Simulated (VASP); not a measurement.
Input of a VASP 6.6.1 run:

File INCAR:

```
PREC     = Accurate       # precision mode
ENCUT    = 600            # plane-wave cutoff, eV
EDIFF    = 1E-7           # SCF threshold, eV
ISMEAR   = 0              # smearing method
SIGMA    = 0.02           # smearing width, eV
LREAL    = False          # projectors in reciprocal space
LASPH    = True           # aspherical terms in the spheres
NELM     = 60             # most SCF steps
ALGO     = Normal         # electronic algorithm
ISIF     = 3              # what is computed and relaxed
LWAVE    = False          # write WAVECAR
LCHARG   = False          # write CHGCAR
GGA      = PE             # functional
IBRION   = 2              # ionic algorithm
NSW      = 100            # ionic steps
EDIFFG   = -0.01          # ionic threshold
```

Contents of KPOINTS:

```
regular mesh
0
Gamma
  8 8 8
```

The input POSCAR:

```
Al3GaAs4
1.0
   -2.8650209238      2.8650209238      5.7285943145
    2.8650209238     -2.8650209238      5.7285943145
    2.8650209238      2.8650209238     -5.7285943145
Al Ga As
3 1 4
Direct
    0.0000000000      0.0000000000      0.0000000000
    0.2500000000      0.7500000000      0.5000000000
    0.7500000000      0.2500000000      0.5000000000
    0.5000000000      0.5000000000      0.0000000000
    0.1238373887      0.1238373887      0.4985409247
    0.3747035361      0.8761626113      0.0000000000
    0.6252964639      0.6252964639      0.5014590753
    0.8761626113      0.3747035361      0.0000000000
```

Potentials or basis: VASP PAW PBE potentials, release 64 (Al, Ga_d, As).

Command:

```sh
$ cat potpaw_PBE.64/Al/POTCAR potpaw_PBE.64/Ga_d/POTCAR potpaw_PBE.64/As/POTCAR > POTCAR
$ mpirun -np 1 vasp_std > vasp.out
```

(1) Predict the relaxed cell.

(2) Estimate the space group after relaxing (to 0.1 Å).

(3) What does it give for the relaxed volume?

(4) What does it give for the band gap on the k mesh?

## Answers

(1) a = 7.027 Å, b = 7.027 Å, c = 7.027 Å, α = 131.80°, β = 131.80°, γ = 70.54°.

(2) I-42m (No. 121).

(3) 23.61 Å³/atom.

(4) 1.31 eV.
